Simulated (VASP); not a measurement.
Crystal: Mo.

```xyz
1
Lattice="-1.5838 1.5838 1.5838 1.5838 -1.5838 1.5838 1.5838 1.5838 -1.5838" Properties=species:S:1:pos:R:3 pbc="T T T"
Mo    0.0000    0.0000    0.0000
```

| Property | Result |
| --- | --- |
| Program | VASP 6.6.1 |
| Task | relaxation of cell and atoms |
| Functional | LDA |
| Potentials or basis | VASP PAW LDA potentials, release 64 (Mo_sv) |
| Cutoff | 600 eV |
| k mesh | 12 × 12 × 12 |
| Occupations | fermi-dirac, width 0.05 eV |
| Spin | no spin polarisation |

At the start: pressure -13.1 GPa; volume 15.89 Å³/atom.

Problem. How do energy, volume and symmetry change on relaxing?

Solution. Over 7 steps the energy falls by 33.2 meV/atom and the volume is 15.12 Å³/atom (-4.9 %); space group Im-3m (No. 229, to 0.05 Å).

Step by step:
| step | energy change (eV) | largest force (eV/Å) | pressure (GPa) | volume (Å³) |
| --- | --- | --- | --- | --- |
| 1 | 0.0000 | 0.0000 | -13.14 | 15.89 |
| 2 | 0.2919 | 0.0000 | 57.34 | 13.08 |
| 3 | -0.0331 | 0.0000 | -1.03 | 15.17 |
| 4 | -0.0332 | 0.0000 | -0.15 | 15.13 |
| 5 | -0.0332 | 0.0000 | 0.20 | 15.11 |
| 6 | -0.0332 | 0.0000 | -0.51 | 15.15 |
| 7 | -0.0332 | 0.0000 | 0.05 | 15.12 |

Final structure:
```
Mo
1.0
    -1.55777    1.55777    1.55777
     1.55777   -1.55777    1.55777
     1.55777    1.55777   -1.55777
Mo
1
Cartesian
  0.0000 0.0000 0.0000
```
